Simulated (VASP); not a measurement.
Wanted: the native input for a VASP 6.6.1 run.

```yaml
Task: single point
Functional: PBE
Potentials_or_basis: VASP PAW PBE potentials, release 64 (In_d, Sb)
Cutoff: 520 eV
k_mesh: 11 × 11 × 11
Occupations: fermi-dirac, width 0.08 eV
Spin: no spin polarisation
Dipole_correction: no
Further_INCAR_settings: ALGO = Normal; EDIFF = 1e-06; NBANDS = 16
```

The structure of InSb (CsCl type) lies in POSCAR:

```
InSb
1.0
    3.8062691655      0.0000000000      0.0000000000
    0.0000000000      3.8062691655      0.0000000000
    0.0000000000      0.0000000000      3.8062691655
In Sb
1 1
Direct
    0.0000000000      0.0000000000      0.0000000000
    0.5000000000      0.5000000000      0.5000000000
```

These files were run (other wordings do the same):

INCAR

```
SYSTEM = InSb
ALGO = Normal
EDIFF = 1E-6
ENCUT = 520
GGA = PE
ISIF = 2
ISMEAR = -1
LASPH = .True.
LCHARG = .True.
LELF = .True.
LREAL = .False.
LVHAR = .True.
LWAVE = .False.
NBANDS = 16
NELM = 80
PREC = Accurate
SIGMA = 0.08
```

KPOINTS

```
k-points
0
Gamma
  11 11 11
  0 0 0
```

Potentials or basis: VASP PAW PBE potentials, release 64 (In_d, Sb).

Command:

```bash
$ cat potpaw_PBE.64/In_d/POTCAR potpaw_PBE.64/Sb/POTCAR > POTCAR
$ mpirun -np 1 vasp_std > vasp.out
```

Results of the run:

```
Pressure               : -0.1 GPa
Band gap on the k mesh : zero (band 9 reaches 8.63 eV, above the bottom of band 10 at 5.33 eV)
```

Caveat: spin-orbit coupling is left out, which moves the levels of the heavy elements.

It took 28 s on 1 thread of Intel(R) Xeon(R) Platinum 8259CL CPU @ 2.50GHz (Skylake/Cascade Lake), with other jobs on the host, peak memory 0.19 GiB.
